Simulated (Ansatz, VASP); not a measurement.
**Two plane-wave programs on W**

File INCAR:

```
PREC     = Accurate       # precision mode
ENCUT    = 520            # plane-wave cutoff, eV
EDIFF    = 1E-6           # SCF threshold, eV
ISMEAR   = 0              # smearing method
SIGMA    = 0.15           # smearing width, eV
LREAL    = False          # projectors in reciprocal space
LASPH    = True           # aspherical terms in the spheres
NELM     = 100            # most SCF steps
ALGO     = Fast           # electronic algorithm
ISIF     = 2              # what is computed and relaxed
LWAVE    = False          # write WAVECAR
LCHARG   = False          # write CHGCAR
GGA      = PE             # functional
NBANDS   = 13             # bands
```

Contents of KPOINTS:

```
Automatic mesh
0
Gamma
  20 20 20
```

File POSCAR:

```
W
1.0
   -1.5122571057      1.6236865766      1.6236865766
    1.6236865766     -1.5122571057      1.6236865766
    1.6236865766      1.6236865766     -1.5122571057
W
1
Direct
    0.0000000000      0.0000000000      0.0000000000
```

Input for Ansatz:

```yaml
crystal:
  lattice:
    - [-1.5122571057, 1.6236865766, 1.6236865766]
    - [1.6236865766, -1.5122571057, 1.6236865766]
    - [1.6236865766, 1.6236865766, -1.5122571057]
  atoms:
    - { symbol: W, position: [0.0, 0.0, 0.0] }
basis:
  ecutwfc: 420
kpoints:
  mp_grid: { grid: [20, 20, 20] }
hamiltonian:
  xc: pbe
  pseudopotentials: { kind: paw, azcp: { folder: soft_1 } }
scf:
  occupations: { method: gaussian, width: 0.15 }
output:
  forces: true
  stress: true
  eigenvalues: true
```

Change from the starting cell: equal engineering shear yz, xz and xy +0.0700, equal normal strain along x, y and z +0.0200.

Alike in both runs: task single point; functional PBE; k mesh 20 × 20 × 20; occupations gaussian, width 0.15 eV; no spin polarisation.

|  | VASP | Ansatz |
| --- | --- | --- |
| version | VASP 6.6.1 | Ansatz 0.2.0 |
| potentials or method | VASP PAW PBE potentials, release 64 (W_sv), cutoff 520 eV | scalar-relativistic, plane waves, PAW |
| valence electrons in the cell | 14 | 14 |

|  | VASP | Ansatz | Ansatz less VASP |
| --- | --- | --- | --- |
| gap on the k mesh at the Fermi level (eV) | none | none | - |
| pressure (GPa) | -12.8 | -13.1 | -0.30 |
| traceless stress, the component that is largest in VASP (GPa) | -6.47 | -6.41 | +0.058 |

A gap of «none» marks a metal or a gap that the smearing closes. With one functional, cell and mesh, what is left measures potentials, basis and numerics.

Spin-orbit coupling is off throughout.
